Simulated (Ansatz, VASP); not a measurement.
One calculation of Hf3H, two programs

```xyz
8
Lattice="5.3401 0.0000 0.0000 0.0000 5.3401 0.0000 0.0000 0.0000 5.3401" Properties=species:S:1:pos:R:3 pbc="T T T"
Hf    1.3350    0.0000    2.6701
Hf    4.0051    0.0000    2.6701
Hf    2.6701    1.3350    0.0000
Hf    2.6701    4.0051    0.0000
Hf    0.0000    2.6701    1.3350
Hf    0.0000    2.6701    4.0051
H     0.0000    0.0000    0.0000
H     2.6701    2.6701    2.6701
```

Alike in both runs: functional PBE; k mesh 3 × 3 × 3; occupations gaussian, width 0.2 eV; no spin polarisation.

Ansatz relaxed the structure, and its values are those at the end. VASP's run is a single point on that final structure, the one shown.

|  | VASP | Ansatz |
| --- | --- | --- |
| version | VASP 6.6.1 | Ansatz 0.2.0 |
| potentials or method | VASP PAW PBE potentials, release 64 (Hf_pv, H), cutoff 500 eV | scalar-relativistic, plane waves, PAW |
| valence electrons in the cell | 62 | 158 |

|  | VASP | Ansatz | Ansatz less VASP |
| --- | --- | --- | --- |
| gap on the k mesh at the Fermi level (eV) | none | none | - |
| pressure (GPa) | 0.3 | 0.6 | +0.35 |

A gap of «none» marks a metal or a gap that the smearing closes. VASP's potentials hold 62 valence electrons a cell and Ansatz's 158, so a difference there can come from the potentials and not from the codes.

The k mesh is coarse, so the values compare programs but aren't converged. Spin-orbit coupling is off throughout.
